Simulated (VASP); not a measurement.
Se:

```
CELL_PARAMETERS angstrom
3.58846 0.00000 0.00000
-1.79423 3.10769 0.00000
0.00000 0.00000 5.62005
ATOMIC_POSITIONS crystal
Se 0.33333 0.66667 0.00000
Se 0.66667 0.33333 0.00000
```

The cell was built from a structure type or drawn by symmetry, and may not be a known phase.

| Item | Value |
| --- | --- |
| Program | VASP 6.6.1 |
| Task | relaxation of cell and atoms |
| Functional | PBE |
| Potentials or basis | VASP PAW PBE potentials, release 64 (Se) |
| Cutoff | 600 eV |
| k mesh | 6 × 6 × 4 |
| Occupations | gaussian, width 0.1 eV |
| Spin | no spin polarisation |

At the start: pressure 50.4 GPa; volume 31.34 Å³/atom.

Question: Where does the relaxation end?

Answer: Over 7 steps the energy falls by 2544.1 meV/atom and the volume is 48.21 Å³/atom (+53.8 %); space group P6/mmm (No. 191, to 0.1 Å) before and after.

The path:
```tsv
step	energy change (eV)	largest force (eV/Å)	pressure (GPa)	volume (Å³)
1	0.0000	0.0000	50.39	62.67
2	-1.9620	0.0000	-3.43	183.92
3	-2.8214	0.0000	-4.19	159.59
4	-3.6481	0.0000	-4.62	139.57
5	-5.0866	0.0000	-0.39	97.33
6	-5.0862	0.0000	0.42	95.37
7	-5.0882	0.0000	-0.02	96.42
```

Final structure:
```yaml
crystal:
  lattice:
    - [4.45124, 0.00000, 0.00000]
    - [-2.22562, 3.85489, 0.00000]
    - [0.00000, 0.00000, 5.61899]
  atoms:
    - { symbol: Se, position: [0.33333, 0.66667, 0.00000] }
    - { symbol: Se, position: [0.66667, 0.33333, 0.00000] }
```

Caveat: the volume moved by over 15 % at a fixed basis, so the end points are rough.
